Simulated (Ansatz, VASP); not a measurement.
**Hf2Bi3O2: VASP beside Ansatz**

```xyz
7
Lattice="-3.8958 2.8779 3.6200 3.8958 -2.8779 3.6200 3.8958 2.8779 -3.6200" Properties=species:S:1:pos:R:3 pbc="T T T"
Hf    0.0000    0.0000    1.5543
Hf    0.0000    0.0000    5.6858
Bi    3.8958    0.0000    0.0000
Bi    2.2823    0.0000    3.6200
Bi    1.6135    2.8779    0.0000
O     6.5027    0.0000    0.0000
O     1.2889    0.0000    0.0000
```

Alike in both runs: functional PBE; k mesh 4 × 4 × 4; occupations gaussian, width 0.2 eV; no spin polarisation.

Ansatz relaxed the structure, and its values are those at the end. VASP's run is a single point on that final structure, the one shown.

```csv
,VASP,Ansatz
version,VASP 6.6.1,Ansatz 0.2.0
potentials or method,"VASP PAW PBE potentials, release 64 (Hf_pv, Bi_d, O), cutoff 600 eV","scalar-relativistic, plane waves, PAW"
valence electrons in the cell,77,109
```

```tsv
	VASP	Ansatz	Ansatz less VASP
gap on the k mesh at the Fermi level (eV)	none	none	-
pressure (GPa)	-0.5	0.1	+0.58
rms of the force components (eV/Å)	0.092	0.022	-0.0703
```

A gap of «none» marks a metal or a gap that the smearing closes. VASP's potentials hold 77 valence electrons a cell and Ansatz's 109, so a difference there can come from the potentials and not from the codes.

Spin-orbit coupling is off throughout.
